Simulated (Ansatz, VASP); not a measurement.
# Li in VASP and in Ansatz

```
Li
1.0
     0.00000    2.14686    2.14686
     2.14686    0.00000    2.14686
     2.14686    2.14686    0.00000
Li
1
Direct
  0.00000 0.00000 0.00000
```

Alike in both runs: task relaxation of cell and atoms; functional PBE; k mesh 16 × 16 × 16; occupations gaussian, width 0.1 eV; no spin polarisation.

|  | VASP | Ansatz |
| --- | --- | --- |
| version | VASP 6.6.1 | Ansatz 0.2.0 |
| potentials or method | VASP PAW PBE potentials, release 64 (Li_sv), cutoff 600 eV | scalar-relativistic, plane waves, PAW |
| valence electrons in the cell | 3 | 3 |

```csv
,VASP,Ansatz,Ansatz less VASP
"gap on the k mesh at the Fermi level, each at its own relaxed structure (eV)",none,none,-
relaxed volume (Å³/atom),20.03,20.19,+0.166
relaxed length of the cell vector where the two differ most in proportion (Å),3.048,3.057,+0.0084
```

A gap of «none» marks a metal or a gap that the smearing closes.

Noted on VASP's run: the cutoff is under 1.25 times that of the potentials, so the pressure is a little rough.
